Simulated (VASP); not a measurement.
Runs of VASP 6.6.1 on Bi. The structure is that of space group P6_3/mmc (No. 194), or close to it. The cells are those of the table. This isn't the form of Bi at room conditions, which is rhombohedral.

```csv
task,cell,k mesh,cutoff (eV),gap on the mesh (eV),pressure (GPa)
single point,"a = 3.574, b = 3.574, c = 5.881 Å, angles 90.0, 90.0, 120.0°, 2 atoms",10 × 10 × 6,520,none,-0.1
single point,"a = 3.425, b = 3.425, c = 5.635 Å, angles 90.0, 90.0, 120.0°, 2 atoms",17 × 17 × 9,520,none,(a)
relaxation of cell and atoms,"relaxed from a = 3.558, b = 3.558, c = 5.810 Å, angles 90.0, 90.0, 120.0°, 2 atoms",10 × 10 × 6,600,none,0.0
single point,"a = 3.621, b = 3.621, c = 5.958 Å, angles 90.0, 90.0, 120.0°, 2 atoms",17 × 17 × 9,520,none,-1.7
single point,"a = 3.476, b = 3.476, c = 5.720 Å, angles 90.0, 90.0, 120.0°, 2 atoms",17 × 17 × 9,520,none,4.9
```

Alike in all rows: level RPBE; potentials or basis VASP PAW PBE potentials, release 64 (Bi_d); no spin polarisation; smearing fermi-dirac 0.1 eV.

Task: Fill in the values left out.

Result: (a) 8.3.

Caveats: the PAW data sets were made with another functional, which shifts forces and pressure a little; spin-orbit coupling is left out, which moves the levels of the heavy elements; the cell stands under pressure (at least some runs).

A k mesh can miss the band edges, and the runs leave out spin-orbit coupling on Bi.

A gap of «none» marks levels without a gap at the run's occupations.
